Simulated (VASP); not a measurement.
Set up this calculation in VASP 6.6.1, as the native input.

| Property | Result |
| --- | --- |
| Task | single point |
| Functional | PBE |
| Potentials or basis | VASP PAW PBE potentials, release 64 (Ge_d) |
| Cutoff | 500 eV |
| k mesh | 4 × 4 × 6 |
| Occupations | gaussian, width 0.1 eV |
| Spin | no spin polarisation |
| Dipole correction | no |
| Further INCAR settings | ALGO = Normal; EDIFF = 1e-06; NBANDS = 36 |

The structure of Ge lies in POSCAR:

```
Ge
1.0
    4.4121106181      0.0000000000      0.0000000000
    0.0000000000      7.3144971354      0.0000000000
    0.0000000000      0.0000000000      3.2898049481
Ge
4
Direct
    0.0205000000      0.2500000000      0.6348000000
    0.9795000000      0.7500000000      0.3652000000
    0.4795000000      0.7500000000      0.1348000000
    0.5205000000      0.2500000000      0.8652000000
```

The input as run:

INCAR

```
SYSTEM = Ge
PREC     = Accurate       ! precision mode
ENCUT    = 500            ! plane-wave cutoff, eV
EDIFF    = 1E-6           ! SCF threshold, eV
ISMEAR   = 0              ! smearing method
SIGMA    = 0.1            ! smearing width, eV
LREAL    = .False.        ! projectors in reciprocal space
LASPH    = .True.         ! aspherical terms in the spheres
NELM     = 120            ! most SCF steps
ALGO     = Normal         ! electronic algorithm
ISIF     = 2              ! what is computed and relaxed
LWAVE    = .False.        ! write WAVECAR
LCHARG   = .False.        ! write CHGCAR
GGA      = PE             ! functional
NBANDS   = 36             ! bands
GGA_COMPAT= .False.
```

KPOINTS

```
regular mesh
0
Gamma
  4 4 6
  0 0 0
```

Potentials or basis: VASP PAW PBE potentials, release 64 (Ge_d).

The run is started by

```console
$ cat potpaw_PBE.64/Ge_d/POTCAR > POTCAR
$ mpirun -np 1 vasp_std > vasp.out
```

It gave:

| Quantity | Value |
| --- | --- |
| Pressure | 2.3 GPa |
| Largest force | 1.291 eV/Å |
| Band gap on the k mesh | zero (band 28 reaches 5.35 eV, above the bottom of band 29 at 2.32 eV) |

Caveat: forces of over 1 eV/Å act on the atoms, so gaps and moduli don't describe the material at rest.

It took 4.3 min on 1 thread of AMD EPYC 7571 (shared host), peak memory 0.21 GiB.
